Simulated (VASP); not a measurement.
# Si2Mo (I4/mmm) in VASP: a series of runs

Si2Mo is run at these levels: PBE; tasks: single point.

Everything below comes from runs of VASP 6.6.1. Logs are shortened: lines on timing, memory, paths and dates and some standing lists are left out, and cuts for length are marked.

### Step 1. The cell of the first run

Symmetry: I4/mmm, No. 139, tetragonal system. Conventional cell: a = 3.221 Å, b = 3.221 Å, c = 7.913 Å, α = 90.00°, β = 90.00°, γ = 90.00°. Within 3.5 Å of Si (site symmetry 4mm) lie 9 Si at 2.63 to 3.22 Å and 5 Mo at 2.63 to 2.64 Å. Within 3.5 Å of Mo (site symmetry 4/mmm) lie 10 Si at 2.63 to 2.64 Å and 4 Mo at 3.22 Å.

### Step 2. Single point, PBE

INCAR

```
PREC = Accurate ; ENCUT = 520
EDIFF = 1E-6 ; ISMEAR = -1
SIGMA = 0.1 ; LREAL = F
LASPH = T ; NELM = 100
ALGO = Normal ; ISIF = 2
LWAVE = F ; LCHARG = F
GGA = PE ; NBANDS = 18
```

KPOINTS

```
Automatic mesh
0
Gamma
  13 13 13
```

POSCAR

```
Si2Mo
1.0
   -1.6105963353      1.6105963353      3.9565305599
    1.6105963353     -1.6105963353      3.9565305599
    1.6105963353      1.6105963353     -3.9565305599
Si Mo
2 1
Direct
    0.3330000000      0.3330000000      0.0000000000
    0.6670000000      0.6670000000      0.0000000000
    0.0000000000      0.0000000000      0.0000000000
```

Potentials or basis: VASP PAW PBE potentials, release 64 (Si, Mo_sv).

The run is started by

```bash
$ cat potpaw_PBE.64/Si/POTCAR potpaw_PBE.64/Mo_sv/POTCAR > POTCAR
$ mpirun -np 1 vasp_std > vasp.out
```

OUTCAR:

```text
PREC = Accurate
   ENCUT = 520
   EDIFF = 1E-6
   ISMEAR = -1
   LREAL = F
   LASPH = T
   NELM = 100
   ISIF = 2
   GGA = PE

 ion  position               nearest neighbor table
   1  0.333  0.333  0.000-   2 2.63   2 2.63   2 2.63   2 2.63   3 2.63   3 2.63   3 2.63   3 2.63
                             3 2.64   2 2.64
   2  0.667  0.667  0.000-   1 2.63   1 2.63   1 2.63   1 2.63   3 2.63   3 2.63   3 2.63   3 2.63
                             3 2.64   1 2.64
   3  0.000  0.000  0.000-   2 2.63   2 2.63   2 2.63   1 2.63   2 2.63   1 2.63   1 2.63   1 2.63
                             1 2.64   2 2.64

  LATTYP: Found a body centered tetragonal cell.
 ALAT       =     3.2211926706
 C/A-ratio  =     2.4565625000

  Lattice vectors:

 A1 = (  -1.6105963353,   1.6105963353,   3.9565305599)
 A2 = (   1.6105963353,  -1.6105963353,   3.9565305599)
 A3 = (   1.6105963353,   1.6105963353,  -3.9565305599)

Analysis of symmetry for initial positions (statically):
=====================================================================
 Subroutine PRICEL returns:
 Original cell was already a primitive cell.

 Routine SETGRP: Setting up the symmetry group for a
 body centered tetragonal supercell.

 Subroutine GETGRP returns: Found 16 space group operations
 (whereof 16 operations were pure point group operations)
 out of a pool of 16 trial point group operations.

The static configuration has the point symmetry D_4h.

Analysis of symmetry for dynamics (positions and initial velocities):
=====================================================================
 Subroutine PRICEL returns:
 Original cell was already a primitive cell.

 Routine SETGRP: Setting up the symmetry group for a
 body centered tetragonal supercell.

 Subroutine GETGRP returns: Found 16 space group operations
 (whereof 16 operations were pure point group operations)
 out of a pool of 16 trial point group operations.

The dynamic configuration has the point symmetry D_4h.

 Subroutine INISYM returns: Found 16 space group operations
 (whereof 16 operations are pure point group operations),
 and found     1 'primitive' translations

----------------------------------------------------------------------------------------

                                     Primitive cell

  volume of cell :      41.0533

  direct lattice vectors                    reciprocal lattice vectors
    -1.610596335  1.610596335  3.956530560     0.000000000  0.310444019  0.126373345
     1.610596335 -1.610596335  3.956530560     0.310444019  0.000000000  0.126373345
     1.610596335  1.610596335 -3.956530560     0.310444019  0.310444019  0.000000000

  length of vectors
     4.565323119  4.565323119  4.565323119     0.335180118  0.335180118  0.439034143

  position of ions in fractional coordinates (direct lattice)
     0.333000000  0.333000000  0.000000000
     0.667000000  0.667000000  0.000000000
     0.000000000  0.000000000  0.000000000

  ion indices of the primitive-cell ions
   primitive index   ion index
                 1           1
                 2           2
                 3           3

----------------------------------------------------------------------------------------

 KPOINTS: Automatic mesh

Automatic generation of k-mesh.
 Grid dimensions read from file:
 generate k-points for:   13   13   13

 Generating k-lattice:

  Cartesian coordinates                     Fractional coordinates (reciprocal lattice)
     0.000000000  0.023880309  0.009721027     0.076923077 -0.000000000  0.000000000
     0.023880309  0.000000000  0.009721027    -0.000000000  0.076923077  0.000000000
     0.023880309  0.023880309  0.000000000     0.000000000  0.000000000  0.076923077

  Length of vectors
     0.025783086  0.025783086  0.033771857

  Shift w.r.t. Gamma in fractional coordinates (k-lattice)
     0.000000000  0.000000000  0.000000000

 Subroutine IBZKPT returns following result:
 ===========================================

 Found    196 irreducible k-points:

 Following reciprocal coordinates:
            Coordinates               Weight
  0.000000  0.000000  0.000000      1.000000
  0.076923  0.000000 -0.000000      8.000000
  0.153846  0.000000 -0.000000      8.000000
  0.230769  0.000000 -0.000000      8.000000
  0.307692  0.000000 -0.000000      8.000000
  0.384615  0.000000 -0.000000      8.000000
[... 16 lines left out ...]
  0.384615  0.153846 -0.000000     16.000000
  0.461538  0.153846 -0.000000     16.000000
 [... further k-points ...]
   k-points           NKPTS =    196   k-points in BZ     NKDIM =    196   number of bands    NBANDS=     18
   number of dos      NEDOS =    301   number of ions     NIONS =      3
   total plane-waves  NPLWV =  46656
   dimension x,y,z NGX =    36 NGY =   36 NGZ =   36
   dimension x,y,z NGXF=    72 NGYF=   72 NGZF=   72
   ions per type =               2   1
   NGX,Y,Z   is equivalent  to a cutoff of  13.11, 13.11, 13.11 a.u.
   NGXF,Y,Z  is equivalent  to a cutoff of  26.22, 26.22, 26.22 a.u.
 SYSTEM =  unknown system
   PREC   = accura    normal or accurate (medium, high low for compatibility)
   ISTART =      0    job   : 0-new  1-cont  2-samecut
   ICHARG =      2    charge: 1-file 2-atom 10-const
   ISPIN  =      1    spin polarized calculation?
   LNONCOLLINEAR =      F non collinear calculations
   LSORBIT =      F    spin-orbit coupling
   LASPH  =      T    aspherical Exc in radial PAW
   ENCUT  =  520.0 eV  38.22 Ry    6.18 a.u.   8.49  8.49  8.49*2*pi/ulx,y,z
   NELM   =    100;   NELMIN=  2; NELMDL= -5     # of ELM steps
   EDIFF  = 0.1E-05   stopping-criterion for ELM
   LREAL  =      F    real-space projection
   EDIFFG = 0.1E-04   stopping-criterion for IOM
   NSW    =      0    number of steps for IOM
   IBRION =     -1    ionic relax: 0-MD 1-quasi-New 2-CG
   NFREE  =      0    steps in history (QN), initial steepest desc. (CG)
   ISIF   =      2    stress and relaxation
   ISYM   =      2    0-nonsym 1-usesym 2-fastsym
   POTIM  = 0.5000    time-step for ionic-motion
   TEBEG  =    0.0;   TEEND  =   0.0 temperature during run
   PSTRESS=    0.0 pullay stress
   NELECT =      22.0000    total number of electrons
   NUPDOWN=      -1.0000    fix difference up-down
   EMIN   =  10.00;   EMAX   =-10.00  energy-range for DOS
   EFERMI =   0.00;   METHOD = LEGACY
   ISMEAR =    -1;   SIGMA  =   0.10  broadening in eV -4-tet -1-fermi 0-gaus
   EFERMI_NEDOS =   21; number of points for ismear=-14 and -15
   IALGO  =     38    algorithm
   IMIX   =      4    mixing-type and parameters
     AMIX     =   0.40;   BMIX     =  1.00
     AMIX_MAG =   1.60;   BMIX_MAG =  1.00
  volume/ion in A,a.u.               =      13.68        92.35
  Fermi-wavevector in a.u.,A,eV,Ry     =   1.329739  2.512842 24.057901  1.768206
  Thomas-Fermi vector in A             =   2.458879
   LORBIT       =      0    0 simple, 1 ext, 2 COOP (PROOUT), +10 PAW based schemes
   GGA     = PE    functional components
[... 5 lines left out ...]
 non-spin polarized calculation
  energy-cutoff  :      520.00
  volume of cell :       41.05
 maximum number of plane-waves:      1134
 NGX is ok and might be reduce to    36
   NGX = 17   NGY = 17   NGZ = 17

 number of electron      22.0000000 magnetization

 Free energy of the ion-electron system (eV)
  ---------------------------------------------------
  ext. energy  EPLUGINS =         0.00000000
  ---------------------------------------------------
  free energy    TOTEN  =       -23.25893608 eV

  energy without entropy =      -23.24758593  energy(sigma->0) =      -23.25326101

 E-fermi :  11.9661     XC(G=0): -12.3342

 val. band max:       11.8507022470   @ k =  -0.4615  -0.4615   0.3077
 cond. band min:      12.0152238479   @ k =  -0.3077  -0.3846   0.3077
 fundamental gap:      0.1645216010
 Fermi energy:        11.9660985373

 k-point     1 :       0.0000    0.0000    0.0000
  band No.  band energies     occupation
      1     -48.7895      2.00000
      2     -22.9393      2.00000
      3     -22.8512      2.00000
      4     -22.8512      2.00000
      5      -1.3308      2.00000
      6       5.7584      2.00000
[... 10 lines left out ...]
     17      16.8812      0.00000
     18      16.8812      0.00000

 k-point     2 :       0.0769    0.0000   -0.0000
  band No.  band energies     occupation
      1     -48.7886      2.00000
      2     -22.9382      2.00000
      3     -22.8649      2.00000
      4     -22.8499      2.00000
      5      -1.2254      2.00000
      6       5.7582      2.00000
[... 10 lines left out ...]
     17      16.9889      0.00000
     18      17.5367      0.00000

 k-point     3 :       0.1538    0.0000   -0.0000
  band No.  band energies     occupation
      1     -48.7859      2.00000
      2     -22.9354      2.00000
      3     -22.9029      2.00000
      4     -22.8464      2.00000
      5      -0.9138      2.00000
      6       5.7109      2.00000
[... 10 lines left out ...]
     17      17.5751      0.00000
     18      18.8508      0.00000

 k-point     4 :       0.2308    0.0000   -0.0000
  band No.  band energies     occupation
      1     -48.7822      2.00000
      2     -22.9562      2.00000
      3     -22.9311      2.00000
      4     -22.8414      2.00000
      5      -0.4090      2.00000
      6       5.4433      2.00000
[... 10 lines left out ...]
     17      18.5268      0.00000
     18      20.4282      0.00000

 k-point     5 :       0.3077    0.0000   -0.0000
  band No.  band energies     occupation
      1     -48.7782      2.00000
      2     -23.0120      2.00000
      3     -22.9268      2.00000
      4     -22.8361      2.00000
      5       0.2676      2.00000
      6       4.8106      2.00000
[... 10 lines left out ...]
     17      18.8809      0.00000
     18      20.8653      0.00000

 k-point     6 :       0.3846    0.0000   -0.0000
  band No.  band energies     occupation
      1     -48.7749      2.00000
      2     -23.0580      2.00000
      3     -22.9232      2.00000
      4     -22.8317      2.00000
      5       1.0865      2.00000
      6       3.9452      2.00000
[... 10 lines left out ...]
     17      18.4468      0.00000
     18      20.1254      0.00000

 k-point     7 :       0.4615    0.0000   -0.0000
  band No.  band energies     occupation
      1     -48.7730      2.00000
      2     -23.0837      2.00000
      3     -22.9211      2.00000
      4     -22.8293      2.00000
      5       2.0080      2.00000
      6       2.9851      2.00000
[... 10 lines left out ...]
     17      18.1478      0.00000
     18      19.0483      0.00000

 k-point     8 :       0.0769    0.0769   -0.0000
  band No.  band energies     occupation
      1     -48.7876      2.00000
      2     -22.9378      2.00000
      3     -22.8646      2.00000
      4     -22.8627      2.00000
      5      -1.0910      2.00000
      6       5.6053      2.00000
[... 10 lines left out ...]
     17      17.5903      0.00000
     18      17.7014      0.00000
[... 229 lines left out ...]
     17      17.3293      0.00000
     18      17.6604      0.00000

 k-point    20 :       0.1538    0.1538   -0.0000
  band No.  band energies     occupation
      1     -48.7823      2.00000
      2     -22.9331      2.00000
      3     -22.9002      2.00000
      4     -22.8948      2.00000
      5      -0.4019      2.00000
      6       5.2120      2.00000
[... 10 lines left out ...]
     17      18.6114      0.00000
     18      19.3922      0.00000

 k-point    21 :       0.2308    0.1538   -0.0000
  band No.  band energies     occupation
      1     -48.7786      2.00000
      2     -22.9506      2.00000
      3     -22.9285      2.00000
      4     -22.8917      2.00000
      5       0.1270      2.00000
      6       4.9639      2.00000
[... 10 lines left out ...]
     17      18.6378      0.00000
     18      20.2051      0.00000

 k-point    22 :       0.3077    0.1538    0.0000
  band No.  band energies     occupation
      1     -48.7747      2.00000
      2     -23.0054      2.00000
      3     -22.9238      2.00000
      4     -22.8858      2.00000
      5       0.8071      2.00000
      6       4.5593      2.00000
[... 10 lines left out ...]
     17      19.3310      0.00000
     18      20.2664      0.00000

 k-point    23 :       0.3846    0.1538   -0.0000
  band No.  band energies     occupation
      1     -48.7714      2.00000
      2     -23.0507      2.00000
      3     -22.9193      2.00000
      4     -22.8808      2.00000
      5       1.6068      2.00000
      6       3.8753      2.00000
[... 10 lines left out ...]
     17      19.3471      0.00000
     18      20.5127      0.00000

 k-point    24 :       0.4615    0.1538   -0.0000
  band No.  band energies     occupation
      1     -48.7696      2.00000
      2     -23.0760      2.00000
      3     -22.9161      2.00000
      4     -22.8780      2.00000
      5       2.4852      2.00000
      6       2.9965      2.00000
[... 10 lines left out ...]
     17      19.3698      0.00000
     18      20.8061      0.00000

 [... further k-points ...]

------------------------ aborting loop because EDIFF is reached ----------------------------------------

  FORCE on cell =-STRESS in cart. coord.  units (eV):
  Direction    XX          YY          ZZ          XY          YZ          ZX
  --------------------------------------------------------------------------------------
  -------------------------------------------------------------------------------------
  Total       -0.2960393     -0.2960393     -0.7106530      0.0000000     -0.0000000      0.0000000
  in kB      -11.5534584    -11.5534584    -27.7344957      0.0000000     -0.0000000      0.0000000
  external PRESSURE =     -16.9471375 kB  Pullay stress =       0.0000000 kB

 VOLUME and BASIS-vectors are now :
 -----------------------------------------------------------------------------
  energy-cutoff  :      520.00
  volume of cell :       41.05
      direct lattice vectors                 reciprocal lattice vectors
    -1.610596335  1.610596335  3.956530560     0.000000000  0.310444019  0.126373345
     1.610596335 -1.610596335  3.956530560     0.310444019  0.000000000  0.126373345
     1.610596335  1.610596335 -3.956530560     0.310444019  0.310444019  0.000000000

 POSITION                                       TOTAL-FORCE (eV/Angst)
 -----------------------------------------------------------------------------------
      0.00000      0.00000      2.63505        -0.000000     -0.000000      0.301906
      0.00000      0.00000      5.27801         0.000000      0.000000     -0.301906
      0.00000      0.00000      0.00000        -0.000000     -0.000000      0.000000
 -----------------------------------------------------------------------------------
    total drift:                                0.000000      0.000000     -0.000000

  FREE ENERGIE OF THE ION-ELECTRON SYSTEM (eV)
  ---------------------------------------------------
  free  energy   TOTEN  =       -23.2589360821 eV

  energy  without entropy=      -23.2475859303  energy(sigma->0) =      -23.25326101
```

Wall time 88 s (1 thread of AMD EPYC 9R45 (Zen 5), shared host); peak memory 0.27 GiB.

What came out:

```yaml
Free_energy: -23.2589 eV
Pressure: -1.7 GPa
Largest_force: 0.302 eV/Å
Band_gap_on_the_k_mesh: zero (band 11 reaches 12.46 eV, above the bottom of band 12 at 11.52 eV)
```

Forces on the atoms (eV/Å):
```
Si   0.000  0.000  0.302
Si   0.000  0.000 -0.302
Mo   0.000  0.000  0.000
```

### Step 3. Single point, PBE

This run uses another cell than the first one, of 13.95 Å³/atom, 1.020 times its volume.

INCAR

```
ALGO     = Normal         # electronic algorithm
EDIFF    = 1E-6           # SCF threshold, eV
ENCUT    = 520            # plane-wave cutoff, eV
GGA      = PE             # functional
ISIF     = 2              # what is computed and relaxed
ISMEAR   = -1             # smearing method
LASPH    = T              # aspherical terms in the spheres
LCHARG   = T              # write CHGCAR
LELF     = T              # ELF
LREAL    = F              # projectors in reciprocal space
LVHAR    = T            
LWAVE    = F              # write WAVECAR
NBANDS   = 18             # bands
NELM     = 80             # most SCF steps
PREC     = Accurate       # precision mode
SIGMA    = 0.1            # smearing width, eV
```

KPOINTS

```
k-points
0
Gamma
  13 13 13
```

POSCAR

```
Si2Mo
1.0
   -1.6210550461      1.6210550461      3.9822230367
    1.6210550461     -1.6210550461      3.9822230367
    1.6210550461      1.6210550461     -3.9822230367
Si Mo
2 1
Direct
    0.3330000000      0.3330000000      0.0000000000
    0.6670000000      0.6670000000      0.0000000000
    0.0000000000      0.0000000000      0.0000000000
```

Potentials or basis: VASP PAW PBE potentials, release 64 (Si, Mo_sv).

The run is started by

```bash
$ cat potpaw_PBE.64/Si/POTCAR potpaw_PBE.64/Mo_sv/POTCAR > POTCAR
$ mpirun -np 1 vasp_std > vasp.out
```

Wall time 90 s (1 thread of AMD EPYC 9R45 (Zen 5), shared host); peak memory 0.26 GiB.

The run converged. Its results:

```yaml
Free_energy: -23.2410 eV
Pressure: -5.4 GPa
Largest_force: 0.330 eV/Å
Band_gap_on_the_k_mesh: zero (band 11 reaches 12.16 eV, above the bottom of band 12 at 11.23 eV)
```

Forces on the atoms (eV/Å):
```
Si   0.000  0.000  0.330
Si   0.000  0.000 -0.330
Mo   0.000  0.000  0.000
```

Stress tensor (GPa, compression positive):
```
-4.72  0.00  0.00
 0.00 -4.72  0.00
 0.00  0.00 -6.76
```

Levels at points of the mesh, in eV from the Fermi level:
| k point | band 9 | band 10 | band 11 | band 12 | band 13 | band 14 |
| --- | --- | --- | --- | --- | --- | --- |
| (0.00, 0.00, 0.00) | -2.54 | -2.54 | 0.40 | 2.85 | 3.26 | 3.53 |

[end of part 1 of 2]
